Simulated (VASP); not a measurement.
# CdF2 (Fm-3m) in VASP: further runs

Runs on CdF2. Level: r2SCAN. Tasks: single point.

Everything below comes from runs of VASP 6.6.1. Logs are shortened: lines on timing, memory, paths and dates and some standing lists are left out, and cuts for length are marked.

**1. The cell of the first run**

Symmetry: Fm-3m, No. 225, cubic system. Conventional cell: a = 5.226 Å, b = 5.226 Å, c = 5.226 Å, α = 90.00°, β = 90.00°, γ = 90.00°. Within 3.0 Å of Cd (site symmetry m-3m) lie 8 F at 2.26 Å. F (site symmetry -43m) has 4 Cd at 2.26 Å and 6 F at 2.61 Å within 3.0 Å.

**2. Single point, r2SCAN (strain -0.030 along x and y, -0.030 along z)**

Input file POSCAR:

```
CdF2
1.0
    0.0000000000      2.6131800000      2.6131800000
    2.6131800000      0.0000000000      2.6131800000
    2.6131800000      2.6131800000      0.0000000000
Cd F
1 2
Direct
    0.0000000000      0.0000000000      0.0000000000
    0.2500000000      0.2500000000      0.2500000000
    0.7500000000      0.7500000000      0.7500000000
```

Input file INCAR.step1:

```
PREC = Accurate ; ENCUT = 520
ISMEAR = 0 ; SIGMA = 0.05
LREAL = F ; LASPH = T
NELM = 100 ; NBANDS = 20
GGA = PE ; ALGO = Normal
EDIFF = 1E-4 ; LWAVE = T
LCHARG = F
```

Input file INCAR.step2:

```
PREC = Accurate ; ENCUT = 520
EDIFF = 1E-6 ; ISMEAR = 0
SIGMA = 0.05 ; LREAL = F
LASPH = T ; NELM = 100
ALGO = Normal ; ISIF = 2
LWAVE = F ; LCHARG = F
METAGGA = R2SCAN ; LMIXTAU = T
NBANDS = 20 ; ISTART = 1
```

Input file KPOINTS:

```
regular mesh
0
Gamma
  8 8 8
```

Potentials or basis: VASP PAW PBE potentials, release 64 (Cd, F).

The run is started by

```sh
> cat potpaw_PBE.64/Cd/POTCAR potpaw_PBE.64/F/POTCAR > POTCAR
> cp INCAR.step1 INCAR
> mpirun -np 1 vasp_std > vasp.out
> cp INCAR.step2 INCAR
> mpirun -np 1 vasp_std > vasp.out
```

OUTCAR:

```text
PREC = Accurate
   ENCUT = 520
   EDIFF = 1E-6
   ISMEAR = 0
   LREAL = F
   LASPH = T
   NELM = 100
   ISIF = 2
   METAGGA = R2SCAN
   ISTART = 1

 ion  position               nearest neighbor table
   1  0.000  0.000  0.000-   3 2.26   3 2.26   3 2.26   2 2.26   3 2.26   2 2.26   2 2.26   2 2.26

   2  0.250  0.250  0.250-   1 2.26   1 2.26   1 2.26   1 2.26
   3  0.750  0.750  0.750-   1 2.26   1 2.26   1 2.26   1 2.26

  LATTYP: Found a face centered cubic cell.
 ALAT       =     5.2263600000

  Lattice vectors:

 A1 = (   0.0000000000,   2.6131800000,   2.6131800000)
 A2 = (   2.6131800000,   0.0000000000,   2.6131800000)
 A3 = (   2.6131800000,   2.6131800000,   0.0000000000)

Analysis of symmetry for initial positions (statically):
=====================================================================
 Subroutine PRICEL returns:
 Original cell was already a primitive cell.

 Routine SETGRP: Setting up the symmetry group for a
 face centered cubic supercell.

 Subroutine GETGRP returns: Found 48 space group operations
 (whereof 48 operations were pure point group operations)
 out of a pool of 48 trial point group operations.

The static configuration has the point symmetry O_h .

Analysis of symmetry for dynamics (positions and initial velocities):
=====================================================================
 Subroutine PRICEL returns:
 Original cell was already a primitive cell.

 Routine SETGRP: Setting up the symmetry group for a
 face centered cubic supercell.

 Subroutine GETGRP returns: Found 48 space group operations
 (whereof 48 operations were pure point group operations)
 out of a pool of 48 trial point group operations.

The dynamic configuration has the point symmetry O_h .

 Subroutine INISYM returns: Found 48 space group operations
 (whereof 48 operations are pure point group operations),
 and found     1 'primitive' translations

----------------------------------------------------------------------------------------

                                     Primitive cell

  volume of cell :      35.6893

  direct lattice vectors                    reciprocal lattice vectors
     0.000000000  2.613180000  2.613180000    -0.191337757  0.191337757  0.191337757
[... 83 lines left out ...]
   LNONCOLLINEAR =      F non collinear calculations
   LSORBIT =      F    spin-orbit coupling
   LASPH  =      T    aspherical Exc in radial PAW
   ENCUT  =  520.0 eV  38.22 Ry    6.18 a.u.   6.87  6.87  6.87*2*pi/ulx,y,z
   NELM   =    100;   NELMIN=  2; NELMDL=  0     # of ELM steps
   EDIFF  = 0.1E-05   stopping-criterion for ELM
   LREAL  =      F    real-space projection
   EDIFFG = 0.1E-04   stopping-criterion for IOM
   NSW    =      0    number of steps for IOM
   IBRION =     -1    ionic relax: 0-MD 1-quasi-New 2-CG
   NFREE  =      0    steps in history (QN), initial steepest desc. (CG)
   ISIF   =      2    stress and relaxation
   ISYM   =      2    0-nonsym 1-usesym 2-fastsym
   POTIM  = 0.5000    time-step for ionic-motion
   TEBEG  =    0.0;   TEEND  =   0.0 temperature during run
   PSTRESS=    0.0 pullay stress
   NELECT =      26.0000    total number of electrons
   NUPDOWN=      -1.0000    fix difference up-down
   EMIN   =  10.00;   EMAX   =-10.00  energy-range for DOS
   EFERMI =   0.00;   METHOD = LEGACY
   ISMEAR =     0;   SIGMA  =   0.05  broadening in eV -4-tet -1-fermi 0-gaus
   EFERMI_NEDOS =   21; number of points for ismear=-14 and -15
   IALGO  =     38    algorithm
   IMIX   =      4    mixing-type and parameters
     AMIX     =   0.40;   BMIX     =  1.00
     AMIX_MAG =   1.60;   BMIX_MAG =  1.00
  volume/ion in A,a.u.               =      11.90        80.28
  Fermi-wavevector in a.u.,A,eV,Ry     =   1.473058  2.783677 29.523295  2.169901
  Thomas-Fermi vector in A             =   2.587998
   LORBIT       =      0    0 simple, 1 ext, 2 COOP (PROOUT), +10 PAW based schemes
   METAGGA = R2SCAN    functional components
   LHFCALC =     F    Hartree Fock is set to
   AEXX    =    0.0000 exact exchange contribution
   IVDW    =     0    specifies the selected vdW correction
   LEPSILON=     F    determine dielectric tensor
   LRPA    =     F    only Hartree local field effects (RPA)
 non-spin polarized calculation
 Gauss-broadening in eV      SIGMA  =   0.05
  energy-cutoff  :      520.00
  volume of cell :       35.69
 maximum number of plane-waves:       982
   NGX = 13   NGY = 13   NGZ = 13

 number of electron      26.0000017 magnetization

 Free energy of the ion-electron system (eV)
  ---------------------------------------------------
  ext. energy  EPLUGINS =         0.00000000
  ---------------------------------------------------
  free energy    TOTEN  =       -33.55764501 eV

  energy without entropy =      -33.55764501  energy(sigma->0) =      -33.55764501

 E-fermi :  -0.9131     XC(G=0): -11.5918

 val. band max:       -1.1235910779   @ k =  -0.2500   0.5000   0.2500
 cond. band min:       2.9582468711   @ k =   0.0000   0.0000   0.0000
 fundamental gap:      4.0818379489
 Fermi energy:        -0.9130951705

 k-point     1 :       0.0000    0.0000    0.0000
  band No.  band energies     occupation
      1     -23.6333      2.00000
      2     -22.2935      2.00000
      3      -7.1246      2.00000
      4      -7.1246      2.00000
      5      -7.1246      2.00000
      6      -5.4211      2.00000
[... 541 lines left out ...]
     19      19.0699      0.00000
     20      23.0886      0.00000

 [... further k-points ...]

------------------------ aborting loop because EDIFF is reached ----------------------------------------

  FORCE on cell =-STRESS in cart. coord.  units (eV):
  Direction    XX          YY          ZZ          XY          YZ          ZX
  --------------------------------------------------------------------------------------
  -------------------------------------------------------------------------------------
  Total        3.2494752      3.2494752      3.2494752      0.0000000      0.0000000     -0.0000000
  in kB      145.8766705    145.8766705    145.8766705      0.0000000      0.0000000     -0.0000000
  external PRESSURE =     145.8766705 kB  Pullay stress =       0.0000000 kB

 VOLUME and BASIS-vectors are now :
 -----------------------------------------------------------------------------
  energy-cutoff  :      520.00
  volume of cell :       35.69
      direct lattice vectors                 reciprocal lattice vectors
     0.000000000  2.613180000  2.613180000    -0.191337757  0.191337757  0.191337757
     2.613180000  0.000000000  2.613180000     0.191337757 -0.191337757  0.191337757
     2.613180000  2.613180000  0.000000000     0.191337757  0.191337757 -0.191337757

 POSITION                                       TOTAL-FORCE (eV/Angst)
 -----------------------------------------------------------------------------------
      0.00000      0.00000      0.00000         0.000000     -0.000000     -0.000000
      1.30659      1.30659      1.30659        -0.000000     -0.000000     -0.000000
      3.91977      3.91977      3.91977         0.000000      0.000000      0.000000
 -----------------------------------------------------------------------------------
    total drift:                                0.000000      0.000000      0.000000

  FREE ENERGIE OF THE ION-ELECTRON SYSTEM (eV)
  ---------------------------------------------------
  free  energy   TOTEN  =       -33.5576450142 eV

  energy  without entropy=      -33.5576450142  energy(sigma->0) =      -33.55764501
```

OUTCAR.step1:

```text
PREC = Accurate
   ENCUT = 520
   ISMEAR = 0
   LREAL = F
[... 778 lines left out ...]
      0.00000      0.00000      0.00000        -0.000000     -0.000000     -0.000000
      1.30659      1.30659      1.30659         0.000000      0.000000      0.000000
      3.91977      3.91977      3.91977        -0.000000     -0.000000      0.000000
 -----------------------------------------------------------------------------------
    total drift:                                0.000000      0.000000      0.000000

  FREE ENERGIE OF THE ION-ELECTRON SYSTEM (eV)
  ---------------------------------------------------
  free  energy   TOTEN  =       -10.5831069697 eV

  energy  without entropy=      -10.5831069697  energy(sigma->0) =      -10.58310697
```

OSZICAR.step1:

```text
N       E                     dE             d eps       ncg     rms          rms(c)
DAV:   1     0.206230597011E+03    0.20623E+03   -0.15856E+04  1176   0.135E+03
DAV:   2    -0.291006193998E+01   -0.20914E+03   -0.19999E+03  1240   0.356E+02
DAV:   3    -0.121489446412E+02   -0.92389E+01   -0.92102E+01  1320   0.804E+01
DAV:   4    -0.121925228695E+02   -0.43578E-01   -0.43576E-01  1240   0.560E+00
DAV:   5    -0.121926670946E+02   -0.14423E-03   -0.14422E-03  1332   0.295E-01    0.119E+01
DAV:   6    -0.105482966288E+02    0.16444E+01   -0.36597E+00  1444   0.346E+01    0.877E+00
DAV:   7    -0.105922476815E+02   -0.43951E-01   -0.83041E-01  1180   0.835E+00    0.502E+00
DAV:   8    -0.105892772055E+02    0.29705E-02   -0.10361E-01  1184   0.339E+00    0.633E-01
DAV:   9    -0.105824364429E+02    0.68408E-02   -0.26025E-02  1404   0.235E+00    0.807E-02
DAV:  10    -0.105830172237E+02   -0.58078E-03   -0.26273E-03  1172   0.505E-01    0.109E-01
DAV:  11    -0.105831069697E+02   -0.89746E-04   -0.78062E-05  1012   0.761E-02
   1 F= -.10583107E+02 E0= -.10583107E+02  d E =-.241435E-17
```

Run time: 39 s. Hardware: 1 thread of Intel Xeon 6975P-C (Granite Rapids), shared host; peak memory 0.17 GiB.

What came out:

```
Free energy            : -33.5576 eV
Pressure               : 14.6 GPa
Band gap on the k mesh : 4.08 eV (least direct gap 4.44 eV)
```

Caveat: the cell differs from its parent crystal (strain -0.030 along x and y, -0.030 along z); the cell stands under pressure; the PAW data sets were made with another functional, which shifts forces and pressure a little.

**3. Single point, r2SCAN (strain +0.030 along x and y, +0.030 along z)**

Input file POSCAR:

```
CdF2
1.0
    0.0000000000      2.7748200000      2.7748200000
    2.7748200000      0.0000000000      2.7748200000
    2.7748200000      2.7748200000      0.0000000000
Cd F
1 2
Direct
    0.0000000000      0.0000000000      0.0000000000
    0.2500000000      0.2500000000      0.2500000000
    0.7500000000      0.7500000000      0.7500000000
```

Input file INCAR.step1:

```
SYSTEM = CdF2
PREC     = Accurate       ! precision mode
ENCUT    = 520            ! plane-wave cutoff, eV
ISMEAR   = 0              ! smearing method
SIGMA    = 0.05           ! smearing width, eV
LREAL    = .False.        ! projectors in reciprocal space
LASPH    = .True.         ! aspherical terms in the spheres
NELM     = 80             ! most SCF steps
NBANDS   = 20             ! bands
GGA      = PE             ! functional
ALGO     = Normal         ! electronic algorithm
EDIFF    = 1E-4           ! SCF threshold, eV
LWAVE    = .True.         ! write WAVECAR
LCHARG   = .False.        ! write CHGCAR
```

Input file INCAR.step2:

```
SYSTEM = CdF2
PREC     = Accurate       ! precision mode
ENCUT    = 520            ! plane-wave cutoff, eV
EDIFF    = 1E-6           ! SCF threshold, eV
ISMEAR   = 0              ! smearing method
SIGMA    = 0.05           ! smearing width, eV
LREAL    = .False.        ! projectors in reciprocal space
LASPH    = .True.         ! aspherical terms in the spheres
NELM     = 80             ! most SCF steps
ALGO     = Normal         ! electronic algorithm
ISIF     = 2              ! what is computed and relaxed
LWAVE    = .False.        ! write WAVECAR
LCHARG   = .True.         ! write CHGCAR
METAGGA  = R2SCAN         ! meta-GGA
LMIXTAU  = .True.       
LELF     = .True.         ! ELF
LVHAR    = .True.       
NBANDS   = 20             ! bands
ISTART   = 1
```

Input file KPOINTS:

```
Automatic mesh
0
Gamma
  8 8 8
  0 0 0
```

Potentials or basis: VASP PAW PBE potentials, release 64 (Cd, F).

The run is started by

```sh
> cat potpaw_PBE.64/Cd/POTCAR potpaw_PBE.64/F/POTCAR > POTCAR
> cp INCAR.step1 INCAR
> mpirun -np 1 vasp_std > vasp.out
> cp INCAR.step2 INCAR
> mpirun -np 1 vasp_std > vasp.out
```

It took 48 s on 1 thread of Intel Xeon 6975P-C (Granite Rapids), shared host; peak memory 0.18 GiB.

The run converged. Its results:

```
Free energy            : -33.6441 eV
Pressure               : -7.5 GPa
Band gap on the k mesh : 3.43 eV (least direct gap 4.03 eV)
```

Levels at points of the mesh, in eV from the valence-band top:
| k point | band 11 | band 12 | band 13 | band 14 | band 15 | band 16 |
| --- | --- | --- | --- | --- | --- | --- |
| (0.00, 0.00, 0.00) | -0.60 | -0.60 | -0.60 | 3.43 | 13.14 | 13.14 |
| (0.50, 0.00, 0.00) | -1.54 | -0.45 | -0.45 | 7.29 | 9.38 | 14.77 |
| (0.50, 0.50, 0.00) | -0.36 | -0.08 | -0.08 | 8.11 | 10.03 | 11.96 |

Caveat: the cell differs from its parent crystal (strain +0.030 along x and y, +0.030 along z); the cell stands under tension; the PAW data sets were made with another functional, which shifts forces and pressure a little.
